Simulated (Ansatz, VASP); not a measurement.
## Pt in VASP and in Ansatz

```
Pt
1.0
     2.70829    0.00000    0.00000
    -1.35415    2.34545    0.00000
     0.00000    0.00000    9.35302
Pt
4
Direct
  0.66261 0.34442 0.37500
  0.66261 0.34442 0.87500
  0.33739 0.65558 0.12500
  0.33739 0.65558 0.62500
```

Change from the starting cell: mode 1 frozen in at -0.026 Å and mode 2 at +0.026 Å (largest displacements).

Alike in both runs: task single point; functional LDA; k mesh 18 × 18 × 6; occupations gaussian, width 0.15 eV; no spin polarisation.

|  | VASP | Ansatz |
| --- | --- | --- |
| version | VASP 6.6.1 | Ansatz 0.2.0 |
| potentials or method | VASP PAW LDA potentials, release 64 (Pt), cutoff 520 eV | scalar-relativistic, plane waves, PAW |
| valence electrons in the cell | 40 | 72 |

|  | VASP | Ansatz | Ansatz less VASP |
| --- | --- | --- | --- |
| gap on the k mesh at the Fermi level (eV) | none | none | - |
| pressure (GPa) | 1.0 | 0.1 | -0.80 |
| traceless stress, the component that is largest in VASP (GPa) | -0.43 | -0.13 | +0.294 |
| rms of the force components (eV/Å) | 0.010 | 0.009 | -0.0007 |

Ansatz warns that its potentials were made for another functional, while VASP's fit it. LDA's correlation is that of Perdew and Zunger in VASP and of Perdew and Wang (1992) in Ansatz. Atom by atom the forces differ by 0.001 eV/Å (rms over components). A gap of «none» marks a metal or a gap that the smearing closes. VASP's potentials hold 40 valence electrons a cell and Ansatz's 72, so a difference there can come from the potentials and not from the codes.

Spin-orbit coupling is off throughout.
